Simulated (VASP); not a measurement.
# ZrN (Fm-3m) in VASP: a series of runs, part 2 of 2

VASP 6.6.1.

### Step 4. Single point, PBEsol

This run uses another cell than the first one, of 12.12 Å³/atom.

INCAR reads:

```
SYSTEM = ZrN
PREC     = Accurate       ! precision mode
ENCUT    = 600            ! plane-wave cutoff, eV
EDIFF    = 1E-6           ! SCF threshold, eV
ISMEAR   = 0              ! smearing method
SIGMA    = 0.1            ! smearing width, eV
LREAL    = .FALSE.        ! projectors in reciprocal space
LASPH    = .TRUE.         ! aspherical terms in the spheres
NELM     = 120            ! most SCF steps
ALGO     = Normal         ! electronic algorithm
ISIF     = 2              ! what is computed and relaxed
LWAVE    = .FALSE.        ! write WAVECAR
LCHARG   = .FALSE.        ! write CHGCAR
GGA      = PS             ! functional
NBANDS   = 16             ! bands
GGA_COMPAT= .FALSE.
```

KPOINTS reads:

```
Automatic mesh
0
G
  20 20 20
  0 0 0
```

POSCAR reads:

```
ZrN
1.0
    0.0000000000      2.2973276707      2.2973276707
    2.2973276707      0.0000000000      2.2973276707
    2.2973276707      2.2973276707      0.0000000000
Zr N
1 1
Direct
    0.0000000000      0.0000000000      0.0000000000
    0.5000000000      0.5000000000      0.5000000000
```

Potentials or basis: VASP PAW PBE potentials, release 64 (Zr_sv, N).

Launch:

```console
> cat potpaw_PBE.64/Zr_sv/POTCAR potpaw_PBE.64/N/POTCAR > POTCAR
> mpirun -np 1 vasp_std > vasp.out
```

OUTCAR:

```text
SYSTEM = ZrN
   PREC = Accurate
   ENCUT = 600
   EDIFF = 1E-6
   ISMEAR = 0
   LREAL = .FALSE.
   LASPH = .TRUE.
   NELM = 120
   ISIF = 2
   GGA = PS

 ion  position               nearest neighbor table
   1  0.000  0.000  0.000-   2 2.30   2 2.30   2 2.30   2 2.30   2 2.30   2 2.30
   2  0.500  0.500  0.500-   1 2.30   1 2.30   1 2.30   1 2.30   1 2.30   1 2.30

  LATTYP: Found a face centered cubic cell.
 ALAT       =     4.5946553414

  Lattice vectors:

 A1 = (   0.0000000000,   2.2973276707,   2.2973276707)
 A2 = (   2.2973276707,   0.0000000000,   2.2973276707)
 A3 = (   2.2973276707,   2.2973276707,   0.0000000000)

Analysis of symmetry for initial positions (statically):
=====================================================================
 Subroutine PRICEL returns:
 Original cell was already a primitive cell.

 Routine SETGRP: Setting up the symmetry group for a
 face centered cubic supercell.

 Subroutine GETGRP returns: Found 48 space group operations
 (whereof 48 operations were pure point group operations)
 out of a pool of 48 trial point group operations.

The static configuration has the point symmetry O_h .

Analysis of symmetry for dynamics (positions and initial velocities):
=====================================================================
 Subroutine PRICEL returns:
 Original cell was already a primitive cell.

 Routine SETGRP: Setting up the symmetry group for a
 face centered cubic supercell.

 Subroutine GETGRP returns: Found 48 space group operations
 (whereof 48 operations were pure point group operations)
 out of a pool of 48 trial point group operations.

The dynamic configuration has the point symmetry O_h .

 Subroutine INISYM returns: Found 48 space group operations
 (whereof 48 operations are pure point group operations),
 and found     1 'primitive' translations

----------------------------------------------------------------------------------------

                                     Primitive cell

  volume of cell :      24.2493

  direct lattice vectors                    reciprocal lattice vectors
[... 109 lines left out ...]
  Fermi-wavevector in a.u.,A,eV,Ry     =   1.454314  2.748255 28.776721  2.115029
  Thomas-Fermi vector in A             =   2.571479
   LORBIT       =      0    0 simple, 1 ext, 2 COOP (PROOUT), +10 PAW based schemes
   GGA     = PS    functional components
   LHFCALC =     F    Hartree Fock is set to
   AEXX    =    0.0000 exact exchange contribution
   IVDW    =     0    specifies the selected vdW correction
   LEPSILON=     F    determine dielectric tensor
   LRPA    =     F    only Hartree local field effects (RPA)
 non-spin polarized calculation
 Gauss-broadening in eV      SIGMA  =   0.10
  energy-cutoff  :      600.00
  volume of cell :       24.25
 maximum number of plane-waves:       869
 NGX is ok and might be reduce to    28

 number of electron      17.0000000 magnetization

 Free energy of the ion-electron system (eV)
  ---------------------------------------------------
  ext. energy  EPLUGINS =         0.00000000
  ---------------------------------------------------
  free energy    TOTEN  =       -21.54225799 eV

  energy without entropy =      -21.53848688  energy(sigma->0) =      -21.54037244

 E-fermi :  11.7650     XC(G=0): -12.6466

 val. band max:       11.7587674349   @ k =  -0.1000   0.1000   0.0000
 cond. band min:      11.7700575428   @ k =   0.3000   0.1000   0.0500
 fundamental gap:      0.0112901078
 Fermi energy:        11.7649695094

 k-point     1 :       0.0000    0.0000    0.0000
  band No.  band energies     occupation
      1     -37.7285      2.00000
      2     -15.3843      2.00000
      3     -15.3843      2.00000
      4     -15.3843      2.00000
      5      -4.4419      2.00000
      6       9.1106      2.00000
[... 433 lines left out ...]
      3     -15.4942      2.00000
      4     -15.4543      2.00000
      5      -2.6474      2.00000
      6       4.7558      2.00000
[... 8 lines left out ...]
     15      24.1354      0.00000
     16      25.2737      0.00000

 [... further k-points ...]

------------------------ aborting loop because EDIFF is reached ----------------------------------------

  FORCE on cell =-STRESS in cart. coord.  units (eV):
  Direction    XX          YY          ZZ          XY          YZ          ZX
  --------------------------------------------------------------------------------------
  -------------------------------------------------------------------------------------
  Total       -1.0319440     -1.0319440     -1.0319440      0.0000000      0.0000000      0.0000000
  in kB      -68.1817125    -68.1817125    -68.1817125      0.0000000      0.0000000      0.0000000
  external PRESSURE =     -68.1817125 kB  Pullay stress =       0.0000000 kB

 VOLUME and BASIS-vectors are now :
 -----------------------------------------------------------------------------
  energy-cutoff  :      600.00
  volume of cell :       24.25
      direct lattice vectors                 reciprocal lattice vectors
     0.000000000  2.297327671  2.297327671    -0.217644181  0.217644181  0.217644181
     2.297327671  0.000000000  2.297327671     0.217644181 -0.217644181  0.217644181
     2.297327671  2.297327671  0.000000000     0.217644181  0.217644181 -0.217644181

 POSITION                                       TOTAL-FORCE (eV/Angst)
 -----------------------------------------------------------------------------------
      0.00000      0.00000      0.00000         0.000000      0.000000     -0.000000
      2.29733      2.29733      2.29733         0.000000     -0.000000      0.000000
 -----------------------------------------------------------------------------------
    total drift:                                0.000000      0.000000      0.000000

  FREE ENERGIE OF THE ION-ELECTRON SYSTEM (eV)
  ---------------------------------------------------
  free  energy   TOTEN  =       -21.5422579898 eV

  energy  without entropy=      -21.5384868815  energy(sigma->0) =      -21.54037244
```

stdout:

```text
POSCAR found type information on POSCAR ZrN
 POSCAR found :  2 types and       2 ions
 scaLAPACK will be used
 -----------------------------------------------------------------------------
|                                                                             |
|                                                                             |
|     You enforced a specific xc type in the INCAR file but a different       |
|     I HOPE YOU KNOW WHAT YOU ARE DOING!                                     |
|                                                                             |
 -----------------------------------------------------------------------------

 LDA part: xc-table for (Slater+PW92), standard interpolation
 POSCAR, INCAR and KPOINTS ok, starting setup
 FFT: planning ... GRIDC
 FFT: planning ... GRID_SOFT
 FFT: planning ... GRID
 WAVECAR not read
 entering main loop
```

Run time: 3.3 min. Hardware: 1 thread of Intel Xeon 8259CL, shared host; peak memory 0.26 GiB.

What came out:

* Free energy: -21.5423 eV
* Pressure: -6.8 GPa
* Band gap on the k mesh: zero (an odd number of electrons rules out a gap without spin polarisation)

Levels at points of the mesh, in eV from the Fermi level:
```tsv
k point	band 6	band 7	band 8	band 9	band 10	band 11
(0.00, 0.00, 0.00)	-2.65	-2.65	-2.65	-0.44	-0.44	-0.44
(0.50, 0.00, 0.00)	-7.68	-5.69	-5.69	2.99	3.05	3.05
(0.50, 0.50, 0.00)	-4.58	-3.52	-3.17	-3.17	3.32	4.51
```

Caveat: the cell stands under tension; the PAW data sets were made with another functional, which shifts forces and pressure a little.

### Step 5. Single point, PBE

This run uses another cell than the first one, of 12.13 Å³/atom.

INCAR reads:

```
  ALGO = Normal
  EDIFF = 1E-6
  ENCUT = 600
  GGA = PE
  GGA_COMPAT = F
  ISIF = 2
  ISMEAR = -1
  LASPH = T
  LCHARG = F
  LREAL = F
  LWAVE = F
  NBANDS = 16
  NELM = 120
  PREC = Accurate
  SIGMA = 0.15
```

KPOINTS reads:

```
k-points
0
Gamma
  20 20 20
```

POSCAR reads:

```
ZrN
1.0
    0.0000000000      2.2978868675      2.2978868675
    2.2978868675      0.0000000000      2.2978868675
    2.2978868675      2.2978868675      0.0000000000
Zr N
1 1
Direct
    0.0000000000      0.0000000000      0.0000000000
    0.5000000000      0.5000000000      0.5000000000
```

Launch:

```console
> cat potpaw_PBE.64/Zr_sv/POTCAR potpaw_PBE.64/N/POTCAR > POTCAR
> mpirun -np 1 vasp_std > vasp.out
```

Wall time 3.4 min (1 thread of Intel Xeon 8259CL, shared host); peak memory 0.26 GiB.

The run converged. Its results:

* Free energy: -20.3970 eV
* Pressure: 0.1 GPa
* Band gap on the k mesh: zero (an odd number of electrons rules out a gap without spin polarisation)

Levels at points of the mesh, in eV from the Fermi level:
```
           k point  band 4  band 5  band 6  band 7  band 8  band 9  band 10  band 11  band 12  band 13
(0.00, 0.00, 0.00)  -27.24  -16.25   -2.65   -2.65   -2.65   -0.40    -0.40    -0.40     1.56     1.56
(0.50, 0.00, 0.00)  -27.33  -14.08   -7.63   -5.66   -5.66    2.98     3.05     3.05     4.71     7.63
(0.50, 0.50, 0.00)  -27.59  -15.71   -4.57   -3.45   -3.16   -3.16     3.33     4.48     4.48     4.88
```

### Step 6. Single point, PBE

This run uses another cell than the first one: it holds 8 atoms, not 2.

INCAR reads:

```
SYSTEM = ZrN
  PREC = Accurate
  ENCUT = 600
  EDIFF = 1E-6
  ISMEAR = 0
  SIGMA = 0.2
  LREAL = .False.
  LASPH = .True.
  NELM = 120
  ALGO = Normal
  ISIF = 2
  LWAVE = .False.
  LCHARG = .True.
  GGA = PE
  LELF = .True.
  LVHAR = .True.
  NBANDS = 44
  GGA_COMPAT = .False.
```

KPOINTS reads:

```
regular mesh
0
Gamma
  6 4 4
  0 0 0
```

POSCAR reads:

```
ZrN
1.0
   -2.2973276707      0.0000000000     -2.2973276707
   -2.2973276707     -4.5946553414      2.2973276707
   -2.2973276707      4.5946553414      2.2973276707
Zr N
4 4
Direct
    0.5000000000      1.0000000000      0.5000000000
    0.0000000000      0.5000000000      0.5000000000
    1.0000000000      1.0000000000      1.0000000000
    0.5000000000      0.5000000000      1.0000000000
    0.0000000000      0.7500000000      0.2500000000
    0.5000000000      0.2500000000      0.2500000000
    0.5000000000      0.7500000000      0.7500000000
    0.0000000000      0.2500000000      0.7500000000
```

Potentials or basis: VASP PAW PBE potentials, release 64 (Zr_sv, N).

Launch:

```console
> cat potpaw_PBE.64/Zr_sv/POTCAR potpaw_PBE.64/N/POTCAR > POTCAR
> mpirun -np 1 vasp_std > vasp.out
```

Run time: 3.5 min. Hardware: 1 thread of Intel Xeon 8259CL, shared host; peak memory 0.31 GiB.

The run converged, but its numbers aren't listed here, since they failed a check.

### Step 7. The runs side by side

| level | cell | smearing | gap on the mesh (eV) | pressure (GPa) |
| --- | --- | --- | --- | --- |
| PBE | a = 3.113 Å, angles 60.0°, 2 atoms | gaussian 0.1 eV | none | 42.2 |
| PBE | a = 3.249 Å, angles 60.0°, 2 atoms | gaussian 0.1 eV | none | 0.1 |
| PBEsol | a = 3.249 Å, angles 60.0°, 2 atoms | gaussian 0.1 eV | none | -6.8 |
| PBE | a = 3.250 Å, angles 60.0°, 2 atoms | fermi-dirac 0.15 eV | none | 0.1 |

Alike in all rows: task single point; potentials or basis VASP PAW PBE potentials, release 64 (Zr_sv, N); no spin polarisation; k mesh 20 × 20 × 20; cutoff (eV) 600.

Caveats: the cell stands under pressure (at least some runs); the cell stands under tension (at least some runs); the PAW data sets were made with another functional, which shifts forces and pressure a little (at least some runs).

Absolute energies hang on the potentials; compare differences alone.
